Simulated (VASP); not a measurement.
# Ir (Pm-3m) in VASP: a series of runs, part 2 of 2

VASP 6.6.1. Earlier steps stand in the parts before.

**5. Single point, LDA (volume scaled by 0.52)**

INCAR

```
  PREC = Accurate
  ENCUT = 500
  EDIFF = 1E-6
  ISMEAR = -1
  SIGMA = 0.1
  LREAL = F
  LASPH = T
  NELM = 120
  ALGO = Normal
  ISIF = 2
  LWAVE = F
  LCHARG = T
  LELF = T
  LVHAR = T
  NBANDS = 14
  GGA_COMPAT = F
```

KPOINTS

```
Automatic mesh
0
Gamma
  15 15 15
```

POSCAR

```
Ir
1.0
    2.0319208850      0.0000000000      0.0000000000
    0.0000000000      2.0319208850      0.0000000000
    0.0000000000      0.0000000000      2.0319208850
Ir
1
Direct
    0.0000000000      0.0000000000      0.0000000000
```

Potentials or basis: VASP PAW LDA potentials, release 64 (Ir_sv_GW).

Command:

```
$ cat potpaw_LDA.64/Ir_sv_GW/POTCAR > POTCAR
$ mpirun -np 1 vasp_std > vasp.out
```

OUTCAR:

```text
PREC = Accurate
   ENCUT = 500
   EDIFF = 1E-6
   ISMEAR = -1
   LREAL = F
   LASPH = T
   NELM = 120
   ISIF = 2

 ion  position               nearest neighbor table
   1  0.000  0.000  0.000-

  LATTYP: Found a simple cubic cell.
 ALAT       =     2.0319208850

  Lattice vectors:

 A1 = (   2.0319208850,   0.0000000000,   0.0000000000)
 A2 = (   0.0000000000,   2.0319208850,   0.0000000000)
 A3 = (   0.0000000000,   0.0000000000,   2.0319208850)

Analysis of symmetry for initial positions (statically):
=====================================================================
 Subroutine PRICEL returns:
 Original cell was already a primitive cell.

 Routine SETGRP: Setting up the symmetry group for a
 simple cubic supercell.

 Subroutine GETGRP returns: Found 48 space group operations
 (whereof 48 operations were pure point group operations)
 out of a pool of 48 trial point group operations.

The static configuration has the point symmetry O_h .

Analysis of symmetry for dynamics (positions and initial velocities):
=====================================================================
 Subroutine PRICEL returns:
[... 160 lines left out ...]
 Fermi energy:        25.4972693910

 k-point     1 :       0.0000    0.0000    0.0000
  band No.  band energies     occupation
      1     -70.2207      2.00000
      2     -24.6314      2.00000
      3     -24.6314      2.00000
      4     -24.6314      2.00000
      5       9.0916      2.00000
      6      10.1055      2.00000
      7      10.1055      2.00000
      8      29.3461      0.00000
      9      29.3461      0.00000
     10      29.3461      0.00000
     11      45.1932      0.00000
     12      45.1932      0.00000
     13      45.1932      0.00000
     14      56.9085      0.00000
[... 377 lines left out ...]
      1     -69.3932      2.00000
      2     -28.9482      2.00000
      3     -26.3732      2.00000
      4     -23.9734      2.00000
      5      12.4712      2.00000
      6      14.3727      2.00000
      7      18.1160      2.00000
      8      22.7368      2.00000
      9      24.3652      1.99998
     10      26.5477      0.00005
     11      37.9443      0.00000
     12      44.8870      0.00000
     13      46.0574      0.00000
     14      56.9825      0.00000

 [... further k-points ...]
[... 5 lines left out ...]
  --------------------------------------------------------------------------------------
  -------------------------------------------------------------------------------------
  Total       46.2059745     46.2059745     46.2059745     -0.0000000     -0.0000000     -0.0000000
  in kB     8824.4639552   8824.4639552   8824.4639552     -0.0000000     -0.0000000     -0.0000000
  external PRESSURE =    8824.4639552 kB  Pullay stress =       0.0000000 kB

 VOLUME and BASIS-vectors are now :
 -----------------------------------------------------------------------------
  energy-cutoff  :      500.00
  volume of cell :        8.39
      direct lattice vectors                 reciprocal lattice vectors
     2.031920885  0.000000000  0.000000000     0.492145146  0.000000000  0.000000000
     0.000000000  2.031920885  0.000000000     0.000000000  0.492145146  0.000000000
     0.000000000  0.000000000  2.031920885     0.000000000  0.000000000  0.492145146

 POSITION                                       TOTAL-FORCE (eV/Angst)
 -----------------------------------------------------------------------------------
      0.00000      0.00000      0.00000         0.000000      0.000000      0.000000
 -----------------------------------------------------------------------------------
    total drift:                                0.000000     -0.000000     -0.000000

  FREE ENERGIE OF THE ION-ELECTRON SYSTEM (eV)
  ---------------------------------------------------
  free  energy   TOTEN  =         1.8951454589 eV

  energy  without entropy=        1.9096638409  energy(sigma->0) =        1.90240465
```

OSZICAR:

```text
N       E                     dE             d eps       ncg     rms          rms(c)
DAV:   1     0.124291827077E+03    0.12429E+03   -0.11514E+04  3544   0.131E+03
DAV:   2     0.312613290869E+01   -0.12117E+03   -0.11608E+03  4188   0.420E+02
DAV:   3     0.184609287592E+01   -0.12800E+01   -0.12782E+01  3726   0.399E+01
DAV:   4     0.184490393272E+01   -0.11889E-02   -0.11889E-02  4122   0.150E+00
DAV:   5     0.184490214974E+01   -0.17830E-05   -0.17831E-05  3792   0.514E-02    0.155E+02
DAV:   6     0.189471155684E+01    0.49809E-01   -0.51350E-02  3786   0.290E+00    0.935E+01
DAV:   7     0.189261970536E+01   -0.20919E-02   -0.67387E-02  3822   0.362E+00    0.270E+00
DAV:   8     0.189509735246E+01    0.24776E-02   -0.54763E-03  3630   0.982E-01    0.948E-01
DAV:   9     0.189511615944E+01    0.18807E-04   -0.16682E-04  4008   0.137E-01    0.133E-01
DAV:  10     0.189514543499E+01    0.29276E-04   -0.81257E-05  3672   0.123E-01    0.163E-02
DAV:  11     0.189514545888E+01    0.23887E-07   -0.91841E-07  3108   0.117E-02
   1 F= 0.18951455E+01 E0= 0.19024046E+01  d E =-.145184E-01
```

It took 11 s on 1 thread of AMD EPYC 9R45 (Zen 5), shared host; peak memory 0.09 GiB.

The run converged, but its numbers aren't listed here, since they failed a check.

Caveat: the cell differs from its parent crystal (volume scaled by 0.52); spin-orbit coupling is left out, which moves the levels of the heavy elements.

**6. Relaxation of cell and atoms, LDA**

This run uses another cell than the first one, of 14.95 Å³/atom, 0.927 times its volume.

INCAR

```
SYSTEM = Ir
ALGO     = Normal         ! electronic algorithm
EDIFF    = 1E-7           ! SCF threshold, eV
EDIFFG   = -0.005         ! ionic threshold
ENCUT    = 500            ! plane-wave cutoff, eV
GGA      = CA             ! functional
GGA_COMPAT= .False.      
IBRION   = 2              ! ionic algorithm
ISIF     = 3              ! what is computed and relaxed
ISMEAR   = -1             ! smearing method
LASPH    = .True.         ! aspherical terms in the spheres
LCHARG   = .False.        ! write CHGCAR
LREAL    = .False.        ! projectors in reciprocal space
LWAVE    = .False.        ! write WAVECAR
NELM     = 120            ! most SCF steps
NELMIN   = 4            
NSW      = 60             ! ionic steps
PREC     = Accurate       ! precision mode
SIGMA    = 0.1            ! smearing width, eV
```

KPOINTS

```
k-points
0
Gamma
  15 15 15
  0 0 0
```

POSCAR

```
Ir
1.0
    2.4636115898      0.0000000000      0.0000000000
    0.0000000000      2.4636115898      0.0000000000
    0.0000000000      0.0000000000      2.4636115898
Ir
1
Direct
    0.0000000000      0.0000000000      0.0000000000
```

Potentials or basis: VASP PAW LDA potentials, release 64 (Ir_sv_GW).

Command:

```
$ cat potpaw_LDA.64/Ir_sv_GW/POTCAR > POTCAR
$ mpirun -np 1 vasp_std > vasp.out
```

It took 98 s on 1 thread of Intel Xeon Platinum 8488C (Sapphire Rapids), shared host; peak memory 0.14 GiB.

The run converged. Its results:

```yaml
Free_energy: -9.8065 eV
Relaxed_volume: 16.02 Å³/atom
Relaxed_cell: a = 2.521 Å, b = 2.521 Å, c = 2.521 Å, α = 90.00°, β = 90.00°, γ = 90.00°
Space_group_after_relaxing_to_0.05_Å: Pm-3m (No. 221)
Energy_gained_by_relaxing: 77.3 meV/atom
Ionic_steps: 17
Pressure_after_relaxing: 0.0 GPa
```

The path:
```
step  energy change (eV)  largest force (eV/Å)  pressure (GPa)  volume (Å³)
   1              0.0000                0.0000           24.79        14.95
   2              0.6296                0.0000          -38.51        20.54
   3             -0.0763                0.0000           -2.44        16.16
   4             -0.0773                0.0000           -0.24        16.04
   5             -0.0773                0.0000            0.16        16.02
   6             -0.0773                0.0000            0.14        16.02
   7             -0.0773                0.0000            0.13        16.02
   8             -0.0773                0.0000            0.12        16.02
   9             -0.0773                0.0000            0.12        16.02
  10             -0.0773                0.0000            0.12        16.02
  11             -0.0773                0.0000            0.12        16.02
  12             -0.0773                0.0000            0.12        16.02
  13             -0.0773                0.0000            0.12        16.02
  14             -0.0773                0.0000            0.11        16.02
  15             -0.0773                0.0000            0.10        16.02
  16             -0.0773                0.0000            0.08        16.02
  17             -0.0773                0.0000            0.04        16.02
```

Final structure:
```cif
data_structure
_symmetry_space_group_name_H-M 'P 1'
_symmetry_Int_Tables_number 1
_cell_length_a 2.5210
_cell_length_b 2.5210
_cell_length_c 2.5210
_cell_angle_alpha 90.000
_cell_angle_beta 90.000
_cell_angle_gamma 90.000
_cell_volume 16.02
loop_
_atom_site_label
_atom_site_type_symbol
_atom_site_fract_x
_atom_site_fract_y
_atom_site_fract_z
_atom_site_occupancy
Ir1 Ir 0.00000 0.00000 0.00000 1
```

Levels at points of the mesh, in eV from the Fermi level:
| k point | band 7 | band 8 | band 9 | band 10 | band 11 | band 12 |
| --- | --- | --- | --- | --- | --- | --- |
| (0.00, 0.00, 0.00) | -6.47 | 1.43 | 1.43 | 1.43 | 15.64 | 15.64 |

Caveat: spin-orbit coupling is left out, which moves the levels of the heavy elements.

**7. Summary**

| task | level | potentials or basis | cell | cutoff (eV) | second run | gap on the mesh (eV) | pressure (GPa) | relaxed volume (Å³/atom) |
| --- | --- | --- | --- | --- | --- | --- | --- | --- |
| single point | LDA | VASP PAW LDA potentials, release 64 (Ir) | a = 2.527 Å, 1 atom | 520 | - | none | 1.5 | - |
| single point | r2SCAN | VASP PAW PBE potentials, release 64 (Ir) | a = 2.306 Å, 1 atom | 520 | - | none | 172.9 | - |
| relaxation of cell and atoms | LDA | VASP PAW LDA potentials, release 64 (Ir) | relaxed from a = 2.464 Å, 1 atom | 600 | - | none | 0.0 | 16.22 |
| relaxation of cell and atoms | LDA | VASP PAW LDA potentials, release 64 (Ir_sv_GW) | relaxed from a = 2.464 Å, 1 atom | 500 | valence_matched | none | 0.0 | 16.02 |

Alike in all rows: no spin polarisation; k mesh 15 × 15 × 15; smearing fermi-dirac 0.1 eV.

Caveats: spin-orbit coupling is left out, which moves the levels of the heavy elements; the PAW data sets were made with another functional, which shifts forces and pressure a little (some runs).

Absolute energies hang on the potentials; compare differences alone.
